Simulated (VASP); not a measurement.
# Sr (Fm-3m) in VASP: a series of runs, part 2 of 2

VASP 6.6.1.

## Step 4: Single point, LDA (21.87 Å³/atom)

This run uses another cell than the first one, of 21.87 Å³/atom.

The input, INCAR:

```
SYSTEM = Sr
ALGO     = Normal         ! electronic algorithm
EDIFF    = 1E-7           ! SCF threshold, eV
ENCUT    = 520            ! plane-wave cutoff, eV
ISIF     = 2              ! what is computed and relaxed
ISMEAR   = -1             ! smearing method
LASPH    = .TRUE.         ! aspherical terms in the spheres
LCHARG   = .TRUE.         ! write CHGCAR
LELF     = .TRUE.         ! ELF
LREAL    = .FALSE.        ! projectors in reciprocal space
LVHAR    = .TRUE.       
LWAVE    = .FALSE.        ! write WAVECAR
NBANDS   = 11             ! bands
NELM     = 60             ! most SCF steps
PREC     = Accurate       ! precision mode
SIGMA    = 0.05           ! smearing width, eV
```

The input, KPOINTS:

```
k-points
0
G
  13 13 13
  0 0 0
```

The input, POSCAR:

```
Sr
1.0
    0.0000000000      2.2194746908      2.2194746908
    2.2194746908      0.0000000000      2.2194746908
    2.2194746908      2.2194746908      0.0000000000
Sr
1
Direct
    0.0000000000      0.0000000000      0.0000000000
```

Potentials or basis: VASP PAW LDA potentials, release 64 (Sr_sv).

Run with:

```bash
$ cat potpaw_LDA.64/Sr_sv/POTCAR > POTCAR
$ mpirun -np 1 vasp_std > vasp.out
```

OUTCAR:

```text
SYSTEM = Sr
   EDIFF = 1E-7
   ENCUT = 520
   ISIF = 2
   ISMEAR = -1
   LASPH = .TRUE.
   LREAL = .FALSE.
   NELM = 60
   PREC = Accurate

 ion  position               nearest neighbor table
   1  0.000  0.000  0.000-

  LATTYP: Found a face centered cubic cell.
 ALAT       =     4.4389493816

  Lattice vectors:

 A1 = (   0.0000000000,   2.2194746908,   2.2194746908)
 A2 = (   2.2194746908,   0.0000000000,   2.2194746908)
 A3 = (   2.2194746908,   2.2194746908,   0.0000000000)

Analysis of symmetry for initial positions (statically):
=====================================================================
 Subroutine PRICEL returns:
 Original cell was already a primitive cell.

 Routine SETGRP: Setting up the symmetry group for a
 face centered cubic supercell.

 Subroutine GETGRP returns: Found 48 space group operations
 (whereof 48 operations were pure point group operations)
 out of a pool of 48 trial point group operations.

The static configuration has the point symmetry O_h .

Analysis of symmetry for dynamics (positions and initial velocities):
=====================================================================
 Subroutine PRICEL returns:
 Original cell was already a primitive cell.

 Routine SETGRP: Setting up the symmetry group for a
 face centered cubic supercell.

 Subroutine GETGRP returns: Found 48 space group operations
 (whereof 48 operations were pure point group operations)
 out of a pool of 48 trial point group operations.

The dynamic configuration has the point symmetry O_h .

 Subroutine INISYM returns: Found 48 space group operations
 (whereof 48 operations are pure point group operations),
 and found     1 'primitive' translations

----------------------------------------------------------------------------------------

                                     Primitive cell

  volume of cell :      21.8666

  direct lattice vectors                    reciprocal lattice vectors
     0.000000000  2.219474691  2.219474691    -0.225278532  0.225278532  0.225278532
     2.219474691  0.000000000  2.219474691     0.225278532 -0.225278532  0.225278532
     2.219474691  2.219474691  0.000000000     0.225278532  0.225278532 -0.225278532

  length of vectors
     3.138811209  3.138811209  3.138811209     0.390193863  0.390193863  0.390193863

  position of ions in fractional coordinates (direct lattice)
     0.000000000  0.000000000  0.000000000

  ion indices of the primitive-cell ions
   primitive index   ion index
                 1           1

----------------------------------------------------------------------------------------

 KPOINTS: k-points

Automatic generation of k-mesh.
 Grid dimensions read from file:
 generate k-points for:   13   13   13

 Generating k-lattice:

  Cartesian coordinates                     Fractional coordinates (reciprocal lattice)
    -0.017329118  0.017329118  0.017329118     0.076923077  0.000000000  0.000000000
     0.017329118 -0.017329118  0.017329118     0.000000000  0.076923077  0.000000000
     0.017329118  0.017329118 -0.017329118     0.000000000  0.000000000  0.076923077

  Length of vectors
     0.030014913  0.030014913  0.030014913

  Shift w.r.t. Gamma in fractional coordinates (k-lattice)
     0.000000000  0.000000000  0.000000000

 Subroutine IBZKPT returns following result:
 ===========================================

 Found     84 irreducible k-points:

 Following reciprocal coordinates:
            Coordinates               Weight
  0.000000  0.000000  0.000000      1.000000
  0.076923  0.000000  0.000000      8.000000
  0.153846  0.000000  0.000000      8.000000
  0.230769  0.000000  0.000000      8.000000
  0.307692  0.000000  0.000000      8.000000
  0.384615  0.000000  0.000000      8.000000
[... 16 lines left out ...]
  0.384615  0.153846  0.000000     24.000000
  0.461538  0.153846  0.000000     24.000000
 [... further k-points ...]
   k-points           NKPTS =     84   k-points in BZ     NKDIM =     84   number of bands    NBANDS=     11
   number of dos      NEDOS =    301   number of ions     NIONS =      1
   total plane-waves  NPLWV =  13824
   dimension x,y,z NGX =    24 NGY =   24 NGZ =   24
   dimension x,y,z NGXF=    48 NGYF=   48 NGZF=   48
   ions per type =               1
   NGX,Y,Z   is equivalent  to a cutoff of  12.71, 12.71, 12.71 a.u.
   NGXF,Y,Z  is equivalent  to a cutoff of  25.42, 25.42, 25.42 a.u.
 SYSTEM =  Sr
   PREC   = accura    normal or accurate (medium, high low for compatibility)
   ISTART =      0    job   : 0-new  1-cont  2-samecut
   ICHARG =      2    charge: 1-file 2-atom 10-const
   ISPIN  =      1    spin polarized calculation?
   LNONCOLLINEAR =      F non collinear calculations
   LSORBIT =      F    spin-orbit coupling
   LASPH  =      T    aspherical Exc in radial PAW
   ENCUT  =  520.0 eV  38.22 Ry    6.18 a.u.   5.84  5.84  5.84*2*pi/ulx,y,z
   NELM   =     60;   NELMIN=  2; NELMDL= -5     # of ELM steps
   EDIFF  = 0.1E-06   stopping-criterion for ELM
   LREAL  =      F    real-space projection
   EDIFFG = 0.1E-05   stopping-criterion for IOM
   NSW    =      0    number of steps for IOM
   IBRION =     -1    ionic relax: 0-MD 1-quasi-New 2-CG
   NFREE  =      0    steps in history (QN), initial steepest desc. (CG)
   ISIF   =      2    stress and relaxation
   ISYM   =      2    0-nonsym 1-usesym 2-fastsym
   POTIM  = 0.5000    time-step for ionic-motion
   TEBEG  =    0.0;   TEEND  =   0.0 temperature during run
   PSTRESS=    0.0 pullay stress
   NELECT =      10.0000    total number of electrons
   NUPDOWN=      -1.0000    fix difference up-down
   EMIN   =  10.00;   EMAX   =-10.00  energy-range for DOS
   EFERMI =   0.00;   METHOD = LEGACY
   ISMEAR =    -1;   SIGMA  =   0.05  broadening in eV -4-tet -1-fermi 0-gaus
   EFERMI_NEDOS =   21; number of points for ismear=-14 and -15
   IALGO  =     38    algorithm
   IMIX   =      4    mixing-type and parameters
     AMIX     =   0.40;   BMIX     =  1.00
     AMIX_MAG =   1.60;   BMIX_MAG =  1.00
  volume/ion in A,a.u.               =      21.87       147.56
  Fermi-wavevector in a.u.,A,eV,Ry     =   1.261289  2.383491 21.644830  1.590850
  Thomas-Fermi vector in A             =   2.394756
   LORBIT       =      0    0 simple, 1 ext, 2 COOP (PROOUT), +10 PAW based schemes
   GGA     = CA    functional components
   LHFCALC =     F    Hartree Fock is set to
   AEXX    =    0.0000 exact exchange contribution
   IVDW    =     0    specifies the selected vdW correction
   LEPSILON=     F    determine dielectric tensor
   LRPA    =     F    only Hartree local field effects (RPA)
 non-spin polarized calculation
  energy-cutoff  :      520.00
  volume of cell :       21.87
 maximum number of plane-waves:       609
   NGX = 11   NGY = 11   NGZ = 11

 number of electron      10.0000000 magnetization

 Free energy of the ion-electron system (eV)
  ---------------------------------------------------
  ext. energy  EPLUGINS =         0.00000000
  ---------------------------------------------------
  free energy    TOTEN  =        -0.23738242 eV

  energy without entropy =       -0.22823907  energy(sigma->0) =       -0.23281074

 E-fermi :   5.7624     XC(G=0): -11.0864

 val. band max:        5.7572072450   @ k =   0.3846   0.3077   0.0769
 cond. band min:       5.7868118487   @ k =  -0.3077   0.2308   0.0769
 fundamental gap:      0.0296046037
 Fermi energy:         5.7623764559

 k-point     1 :       0.0000    0.0000    0.0000
  band No.  band energies     occupation
      1     -29.8820      2.00000
      2     -10.4038      2.00000
      3     -10.4038      2.00000
      4     -10.4038      2.00000
      5       2.1653      2.00000
      6       9.0277      0.00000
      7       9.0277      0.00000
      8       9.0277      0.00000
      9      12.8071      0.00000
     10      12.8071      0.00000
     11      16.3803      0.00000
[... 309 lines left out ...]
 k-point    24 :       0.4615    0.1538    0.0000
  band No.  band energies     occupation
      1     -29.2702      2.00000
      2     -13.0703      2.00000
      3     -11.1479      2.00000
      4     -10.9279      2.00000
      5       4.9856      2.00000
      6       7.2241      0.00000
      7       8.9804      0.00000
      8       9.7022      0.00000
      9      15.0193      0.00000
     10      15.8781      0.00000
     11      18.4278      0.00000

 [... further k-points ...]

------------------------ aborting loop because EDIFF is reached ----------------------------------------

  FORCE on cell =-STRESS in cart. coord.  units (eV):
  Direction    XX          YY          ZZ          XY          YZ          ZX
  --------------------------------------------------------------------------------------
  -------------------------------------------------------------------------------------
  Total        4.4518585      4.4518585      4.4518585     -0.0000000      0.0000000     -0.0000000
  in kB      326.1905320    326.1905320    326.1905320     -0.0000000      0.0000000     -0.0000000
  external PRESSURE =     326.1905320 kB  Pullay stress =       0.0000000 kB

 VOLUME and BASIS-vectors are now :
 -----------------------------------------------------------------------------
  energy-cutoff  :      520.00
  volume of cell :       21.87
      direct lattice vectors                 reciprocal lattice vectors
     0.000000000  2.219474691  2.219474691    -0.225278532  0.225278532  0.225278532
     2.219474691  0.000000000  2.219474691     0.225278532 -0.225278532  0.225278532
     2.219474691  2.219474691  0.000000000     0.225278532  0.225278532 -0.225278532

 POSITION                                       TOTAL-FORCE (eV/Angst)
 -----------------------------------------------------------------------------------
      0.00000      0.00000      0.00000         0.000000     -0.000000      0.000000
 -----------------------------------------------------------------------------------
    total drift:                                0.000000     -0.000000     -0.000000

  FREE ENERGIE OF THE ION-ELECTRON SYSTEM (eV)
  ---------------------------------------------------
  free  energy   TOTEN  =        -0.2373824178 eV

  energy  without entropy=       -0.2282390663  energy(sigma->0) =       -0.23281074
```

Run time: 24 s. Hardware: 1 thread of Intel Xeon 8259CL, shared host; peak memory 0.14 GiB.

What came out:

- Free energy: -0.2374 eV
- Pressure: 32.6 GPa
- Band gap on the k mesh: zero (bands 5 and 6 overlap by 1.97 eV)

Caveat: the cell stands under pressure.

## Step 5: Single point, LDA (21.87 Å³/atom)

This run uses another cell than the first one, of 21.87 Å³/atom.

The input, INCAR:

```
ALGO = Normal ; EDIFF = 1E-7
ENCUT = 520 ; ISIF = 2
ISMEAR = -1 ; LASPH = T
LCHARG = T ; LELF = T
LREAL = F ; LVHAR = T
LWAVE = F ; NBANDS = 11
NELM = 80 ; PREC = Accurate
SIGMA = 0.05
```

The input, KPOINTS:

```
k-points
0
Gamma
  13 13 13
```

POSCAR is that of step 4.

Run with:

```bash
$ cat potpaw_LDA.64/Sr_sv/POTCAR > POTCAR
$ mpirun -np 1 vasp_std > vasp.out
```

It took 19 s on 1 thread of Intel Xeon 8259CL, shared host; peak memory 0.14 GiB.

Results (log left out):

- Free energy: -0.2374 eV
- Pressure: 32.6 GPa
- Band gap on the k mesh: zero (bands 5 and 6 overlap by 1.97 eV)

Levels at points of the mesh, in eV from the Fermi level:
| k point | band 3 | band 4 | band 5 | band 6 | band 7 | band 8 |
| --- | --- | --- | --- | --- | --- | --- |
| (0.00, 0.00, 0.00) | -16.17 | -16.17 | -3.60 | 3.27 | 3.27 | 3.27 |

Caveat: the cell stands under pressure.

## Step 6: Single point, LDA

This run uses another cell than the first one, of 21.87 Å³/atom.

The input, INCAR:

```
SYSTEM = Sr
  PREC = Accurate
  ENCUT = 520
  EDIFF = 1E-7
  ISMEAR = -5
  SIGMA = 0.1
  LREAL = .False.
  LASPH = .True.
  NELM = 80
  ALGO = Normal
  ISIF = 2
  LWAVE = .False.
  LCHARG = .False.
  GGA = CA
  NBANDS = 11
```

The input, KPOINTS:

```
Automatic mesh
0
Gamma
  13 13 13
  0 0 0
```

POSCAR is that of step 5.

Potentials or basis: VASP PAW LDA potentials, release 64 (Sr_sv).

Run with:

```bash
$ cat potpaw_LDA.64/Sr_sv/POTCAR > POTCAR
$ mpirun -np 1 vasp_std > vasp.out
```

Run time: 20 s. Hardware: 1 thread of Intel Xeon 8259CL, shared host; peak memory 0.14 GiB.

It converged, with:

- Free energy: -0.2324 eV
- Pressure: 33.2 GPa
- Band gap on the k mesh: zero (bands 5 and 6 overlap by 1.97 eV)

Levels at points of the mesh, in eV from the Fermi level:
| k point | band 2 | band 3 | band 4 | band 5 | band 6 | band 7 | band 8 | band 9 |
| --- | --- | --- | --- | --- | --- | --- | --- | --- |
| (0.00, 0.00, 0.00) | -16.10 | -16.10 | -16.10 | -3.53 | 3.33 | 3.33 | 3.33 | 7.11 |

Caveat: the cell stands under pressure; tetrahedron occupations give inexact forces and stress in metals.

## Step 7: Overview

| cell | smearing | gap on the mesh (eV) | pressure (GPa) |
| --- | --- | --- | --- |
| a = 3.018 Å, angles 60.0°, 1 atom | fermi-dirac 0.05 eV | none | 44.1 |
| a = 3.139 Å, angles 60.0°, 1 atom | fermi-dirac 0.05 eV | none | 32.6 |
| a = 3.139 Å, angles 60.0°, 1 atom | tetrahedron | none | 33.2 |

Alike in all rows: task single point; level LDA; potentials or basis VASP PAW LDA potentials, release 64 (Sr_sv); no spin polarisation; k mesh 13 × 13 × 13; cutoff (eV) 520.

Caveats: the cell stands under pressure; tetrahedron occupations give inexact forces and stress in metals (at least some runs).

Total energies depend on the potentials used, so only differences within one code and one set of settings carry meaning.
